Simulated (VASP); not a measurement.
Input of a VASP 6.6.1 run:

The input POSCAR:

```
MgO
1.0
    0.0000000000      2.1021674168      2.1095250028
    2.1021674168      0.0000000000      2.1095250028
    2.1021674168      2.1021674168      0.0000000000
Mg O
1 1
Direct
    0.0000000000      0.0000000000      0.0000000000
    0.5000000000      0.5000000000      0.5000000000
```

INCAR.step1

```
  PREC = Accurate
  ENCUT = 520
  EDIFF = 1E-5
  ISMEAR = 0
  SIGMA = 0.01
  LREAL = False
  LASPH = True
  NELM = 60
  ALGO = Normal
  ISIF = 2
  LWAVE = True
  LCHARG = False
  NBANDS = 11
  GGA = PE
```

INCAR.step2

```
  PREC = Accurate
  ENCUT = 520
  EDIFF = 1E-6
  ISMEAR = 0
  SIGMA = 0.01
  LREAL = False
  LASPH = True
  NELM = 60
  ALGO = Normal
  ISIF = 2
  LWAVE = False
  LCHARG = False
  GGA = PE
  LHFCALC = True
  HFSCREEN = 0.2079
  PRECFOCK = Normal
  NBANDS = 11
  ISTART = 1
```

The input KPOINTS:

```
regular mesh
0
Gamma
  8 8 8
```

Potentials or basis: VASP PAW PBE potentials, release 64 (Mg, O).

Launch:

```sh
$ cat potpaw_PBE.64/Mg/POTCAR potpaw_PBE.64/O/POTCAR > POTCAR
$ cp INCAR.step1 INCAR
$ mpirun -np 1 vasp_std > vasp.out
$ cp INCAR.step2 INCAR
$ mpirun -np 1 vasp_std > vasp.out
```

Q: Estimate the band gap on the k mesh.

A: 6.45 eV.

Q: What does it give for the pressure?

A: -1.2 GPa.

Stress tensor (GPa, compression positive):
```
-0.99  0.00  0.00
 0.00 -0.99  0.00
 0.00  0.00 -1.70
```

Caveat: the cell differs from its parent crystal (uniaxial z strain +0.3%); the PAW data sets were made with another functional, which shifts forces and pressure a little.
